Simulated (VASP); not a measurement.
# La (P6/mmm) in VASP: further runs

Runs on La. Level: PBE. Tasks: relaxation of cell and atoms.

All numbers are computed with VASP 6.6.1; they aren't measurements. Logs are shortened: lines on timing, memory, paths and dates and some standing lists are left out, and cuts for length are marked.

## 1. The cell of the first run

Symmetry: P6/mmm, No. 191, hexagonal system. The conventional cell has a = 2.834 Å, b = 2.834 Å, c = 2.664 Å, α = 90.00°, β = 90.00°, γ = 120.00°. La (site symmetry 6/mmm) has 8 La at 2.66 to 2.83 Å within 3.5 Å.

This isn't the form of La at room conditions, which is double hcp.

## 2. Relaxation of cell and atoms, PBE, target pressure 65 GPa, at which the enthalpy is minimised

Contents of INCAR:

```
SYSTEM = La
ALGO = Normal
EDIFF = 1E-7
EDIFFG = -0.005
ENCUT = 600
GGA = PE
IBRION = 2
ISIF = 3
ISMEAR = -1
LASPH = .True.
LCHARG = .False.
LREAL = .False.
LWAVE = .False.
NELM = 100
NSW = 60
PREC = Accurate
PSTRESS = 650.0
SIGMA = 0.05
```

Contents of KPOINTS:

```
k-points
0
Gamma
  15 15 14
  0 0 0
```

Contents of POSCAR:

```
La
1.0
    2.8339693845      0.0000000000      0.0000000000
   -1.4169846922      2.4542894805      0.0000000000
    0.0000000000      0.0000000000      2.6639312214
La
1
Direct
    0.0000000000      0.0000000000      0.0000000000
```

Potentials or basis: VASP PAW PBE potentials, release 64 (La).

Launch:

```sh
cat potpaw_PBE.64/La/POTCAR > POTCAR
mpirun -np 1 vasp_std > vasp.out
```

OUTCAR:

```text
SYSTEM = La
   EDIFF = 1E-7
   EDIFFG = -0.005
   ENCUT = 600
   GGA = PE
   IBRION = 2
   ISIF = 3
   ISMEAR = -1
   LASPH = .True.
   LREAL = .False.
   NELM = 100
   NSW = 60
   PREC = Accurate
   PSTRESS = 650.0

 ion  position               nearest neighbor table
   1  0.000  0.000  0.000-

  LATTYP: Found a hexagonal cell.
 ALAT       =     2.8339693845
 C/A-ratio  =     0.9400000000

  Lattice vectors:

 A1 = (   2.8339693845,   0.0000000000,   0.0000000000)
 A2 = (  -1.4169846922,   2.4542894805,   0.0000000000)
 A3 = (   0.0000000000,   0.0000000000,   2.6639312214)

Analysis of symmetry for initial positions (statically):
=====================================================================
 Subroutine PRICEL returns:
 Original cell was already a primitive cell.

 Routine SETGRP: Setting up the symmetry group for a
 hexagonal supercell.

 Subroutine GETGRP returns: Found 24 space group operations
 (whereof 24 operations were pure point group operations)
 out of a pool of 24 trial point group operations.

The static configuration has the point symmetry D_6h.

Analysis of symmetry for dynamics (positions and initial velocities):
=====================================================================
 Subroutine PRICEL returns:
 Original cell was already a primitive cell.

 Routine SETGRP: Setting up the symmetry group for a
 hexagonal supercell.

 Subroutine GETGRP returns: Found 24 space group operations
 (whereof 24 operations were pure point group operations)
 out of a pool of 24 trial point group operations.

The dynamic configuration has the point symmetry D_6h.

 Subroutine INISYM returns: Found 24 space group operations
 (whereof 24 operations are pure point group operations),
 and found     1 'primitive' translations

----------------------------------------------------------------------------------------

                                     Primitive cell

  volume of cell :      18.5287

  direct lattice vectors                    reciprocal lattice vectors
     2.833969385  0.000000000  0.000000000     0.352861963  0.203724949  0.000000000
    -1.416984692  2.454289480  0.000000000     0.000000000  0.407449899  0.000000000
     0.000000000  0.000000000  2.663931221     0.000000000  0.000000000  0.375385067

  length of vectors
     2.833969385  2.833969384  2.663931221     0.407449899  0.407449899  0.375385067

  position of ions in fractional coordinates (direct lattice)
     0.000000000  0.000000000  0.000000000

[... 89 lines left out ...]
   EFERMI =   0.00;   METHOD = LEGACY
   ISMEAR =    -1;   SIGMA  =   0.05  broadening in eV -4-tet -1-fermi 0-gaus
   EFERMI_NEDOS =   21; number of points for ismear=-14 and -15
   IALGO  =     38    algorithm
   IMIX   =      4    mixing-type and parameters
     AMIX     =   0.40;   BMIX     =  1.00
     AMIX_MAG =   1.60;   BMIX_MAG =  1.00
  volume/ion in A,a.u.               =      18.53       125.04
  Fermi-wavevector in a.u.,A,eV,Ry     =   1.375913  2.600099 25.757699  1.893137
  Thomas-Fermi vector in A             =   2.501206
   LORBIT       =      0    0 simple, 1 ext, 2 COOP (PROOUT), +10 PAW based schemes
   GGA     = PE    functional components
   LHFCALC =     F    Hartree Fock is set to
   AEXX    =    0.0000 exact exchange contribution
   IVDW    =     0    specifies the selected vdW correction
   LEPSILON=     F    determine dielectric tensor
   LRPA    =     F    only Hartree local field effects (RPA)
 conjugate gradient relaxation of ions
 non-spin polarized calculation
  energy-cutoff  :      600.00
  volume of cell :       18.53
 maximum number of plane-waves:       638
 NGX is ok and might be reduce to    24
   NGX = 11   NGY = 11   NGZ = 11

--------------------------------------- Ionic step        1  -------------------------------------------

 number of electron      11.0000000 magnetization

 Free energy of the ion-electron system (eV)
  ---------------------------------------------------
  ext. energy  EPLUGINS =         0.00000000
  ---------------------------------------------------
  free energy    TOTEN  =        -2.68168346 eV

  energy without entropy =       -2.67143530  energy(sigma->0) =       -2.67655938

------------------------ aborting loop because EDIFF is reached ----------------------------------------

  FORCE on cell =-STRESS in cart. coord.  units (eV):
  Direction    XX          YY          ZZ          XY          YZ          ZX
  --------------------------------------------------------------------------------------
  -------------------------------------------------------------------------------------
  Total        7.5736213      7.5736213      7.3867760      0.0000000      0.0000000     -0.0000000
  in kB      654.8928061    654.8928061    638.7362527      0.0000000      0.0000000     -0.0000000
  external PRESSURE =      -0.4927117 kB  Pullay stress =     650.0000000 kB
[... 135 lines left out ...]
--------------------------------------- Ionic step        5  -------------------------------------------

 number of electron      11.0000000 magnetization

 Free energy of the ion-electron system (eV)
  ---------------------------------------------------
  ext. energy  EPLUGINS =         0.00000000
  ---------------------------------------------------
  free energy    TOTEN  =        -2.68697599 eV

  energy without entropy =       -2.67708897  energy(sigma->0) =       -2.68203248

 E-fermi :  16.8472     XC(G=0): -12.7349

 val. band max:       16.8410739403   @ k =   0.4000   0.2000   0.1429
 cond. band min:      16.8572553233   @ k =   0.4000   0.2000   0.2143
 fundamental gap:      0.0161813830
 Fermi energy:        16.8472051354

 k-point     1 :       0.0000    0.0000    0.0000
  band No.  band energies     occupation
      1     -17.3989      2.00000
      2       3.8649      2.00000
      3       3.9662      2.00000
      4       3.9662      2.00000
      5      14.2314      2.00000
      6      16.6352      1.97158
      7      17.7745      0.00000
      8      18.8486      0.00000
      9      18.8486      0.00000
[... 265 lines left out ...]
 k-point    24 :       0.4000    0.2000    0.0000
  band No.  band energies     occupation
      1     -15.2323      2.00000
      2      -3.0197      2.00000
      3      -0.2118      2.00000
      4       5.3609      2.00000
      5      16.5436      1.99540
      6      18.4735      0.00000
      7      18.5510      0.00000
      8      19.3801      0.00000
      9      20.5303      0.00000

 [... further k-points ...]

------------------------ aborting loop because EDIFF is reached ----------------------------------------

  FORCE on cell =-STRESS in cart. coord.  units (eV):
  Direction    XX          YY          ZZ          XY          YZ          ZX
  --------------------------------------------------------------------------------------
  -------------------------------------------------------------------------------------
  Total        7.5225958      7.5225958      7.5237475      0.0000000      0.0000000      0.0000000
  in kB      650.0528897    650.0528897    650.1524108      0.0000000      0.0000000      0.0000000
  external PRESSURE =       0.0860634 kB  Pullay stress =     650.0000000 kB
[... 20 lines left out ...]
  energy  without entropy=       -2.6770889748  energy(sigma->0) =       -2.68203248

  enthalpy is  TOTEN    =         4.8350077479 eV   P V=        7.5219837420

 reached required accuracy - stopping structural energy minimisation
```

CONTCAR:

```text
La
   1.00000000000000
     2.8398084640154795    0.0000000000194763   -0.0000000000000000
    -1.4199042319407693    2.4593462716689052    0.0000000000000000
     0.0000000000000000    0.0000000000000000    2.6547332294355459
  La
     1
Direct
     0.0000000000000000    0.0000000000000000    1.0000000000000000

  0.00000000E+00  0.00000000E+00  0.00000000E+00
```

Wall time 53 s (1 thread of Intel Xeon 6975P-C (Granite Rapids), shared host); peak memory 0.2 GiB.

What came out:

```
Free energy                                                : -2.6870 eV
Relaxed volume                                             : 18.54 Å³/atom
Relaxed cell                                               : a = 2.840 Å, b = 2.840 Å, c = 2.655 Å, α = 90.00°, β = 90.00°, γ = 120.00°
Space group after relaxing (to 0.1 Å)                      : P6/mmm (No. 191)
Energy change on relaxing (the run minimises the enthalpy) : -5.3 meV/atom
Ionic steps                                                : 5
Pressure after relaxing                                    : 65.0 GPa
Band gap on the k mesh                                     : zero (an odd number of electrons rules out a gap without spin polarisation)
```

The path:
```
step  energy change (eV)  largest force (eV/Å)  pressure (GPa)  volume (Å³)
   1              0.0000                0.0000           64.95        18.53
   2              0.0063                0.0000           65.58        18.51
   3              0.0033                0.0000           65.31        18.52
   4             -0.0313                0.0000           64.08        18.61
   5             -0.0053                0.0000           65.01        18.54
```

Final structure:
```xyz
1
Lattice="2.8398 0.0000 0.0000 -1.4199 2.4593 0.0000 0.0000 0.0000 2.6547" Properties=species:S:1:pos:R:3 pbc="T T T"
La    0.0000    0.0000    2.6547
```

Caveat: the cell is relaxed towards a set pressure, so the run minimises the enthalpy, not the energy; spin-orbit coupling is left out, which moves the levels of the heavy elements.

## 3. Relaxation of cell and atoms, PBE, target pressure 65 GPa, at which the enthalpy is minimised

Contents of INCAR:

```
ALGO     = Normal         # electronic algorithm
EDIFF    = 1E-6           # SCF threshold, eV
EDIFFG   = -0.005         # ionic threshold
ENCUT    = 600            # plane-wave cutoff, eV
GGA      = PE             # functional
IBRION   = 2              # ionic algorithm
ISIF     = 3              # what is computed and relaxed
ISMEAR   = -1             # smearing method
LASPH    = True           # aspherical terms in the spheres
LCHARG   = False          # write CHGCAR
LREAL    = False          # projectors in reciprocal space
LWAVE    = False          # write WAVECAR
NELM     = 60             # most SCF steps
NSW      = 32             # ionic steps
PREC     = Accurate       # precision mode
PSTRESS  = 650.0        
SIGMA    = 0.05           # smearing width, eV
```

Contents of KPOINTS:

```
k-points
0
Gamma
  15 15 14
```

Contents of POSCAR:

```
La
1.0
    2.8378387203      0.0000000000      0.0000000000
   -1.4189193601      2.4576404236      0.0000000000
    0.0000000000      0.0000000000      2.6574997052
La
1
Direct
    0.0000000000      0.0000000000      0.0000000000
```

Potentials or basis: VASP PAW PBE potentials, release 64 (La).

Launch:

```sh
cat potpaw_PBE.64/La/POTCAR > POTCAR
mpirun -np 1 vasp_std > vasp.out
```

It took 45 s on 1 thread of Intel Xeon 6975P-C (Granite Rapids), shared host; peak memory 0.2 GiB.

It converged, with:

```yaml
Free_energy: -2.6869 eV
Relaxed_volume: 18.54 Å³/atom
Relaxed_cell: a = 2.840 Å, b = 2.840 Å, c = 2.655 Å, α = 90.00°, β = 90.00°, γ = 120.00°
Space_group_after_relaxing_to_0.1_Å: P6/mmm (No. 191)
Energy_change_on_relaxing_the_run_minimises_the_enthalpy: -2.6 meV/atom
Ionic_steps: 6
Pressure_after_relaxing: 65.0 GPa
Band_gap_on_the_k_mesh: zero (an odd number of electrons rules out a gap without spin polarisation)
```

Step by step:
```csv
step,energy change (eV),largest force (eV/Å),pressure (GPa),volume (Å³)
1,0.0000,0.0000,65.00,18.53
2,0.0004,0.0000,65.17,18.53
3,0.0002,0.0000,65.10,18.53
4,0.0002,0.0000,65.10,18.53
5,-0.0114,0.0000,64.68,18.56
6,-0.0026,0.0000,64.99,18.54
```

Final structure:
```
La
1.0
     2.83968    0.00000    0.00000
    -1.41984    2.45923    0.00000
     0.00000    0.00000    2.65496
La
1
Direct
  0.00000 0.00000 0.00000
```

Levels at points of the mesh, in eV from the Fermi level:
| k point | band 4 | band 5 | band 6 | band 7 | band 8 | band 9 |
| --- | --- | --- | --- | --- | --- | --- |
| (0.00, 0.00, 0.00) | -12.88 | -2.62 | -0.21 | 0.93 | 2.00 | 2.00 |
| (0.00, 0.00, 0.50) | -11.74 | 0.77 | 1.54 | 2.51 | 2.91 | 2.91 |

Caveat: the cell is relaxed towards a set pressure, so the run minimises the enthalpy, not the energy; spin-orbit coupling is left out, which moves the levels of the heavy elements.
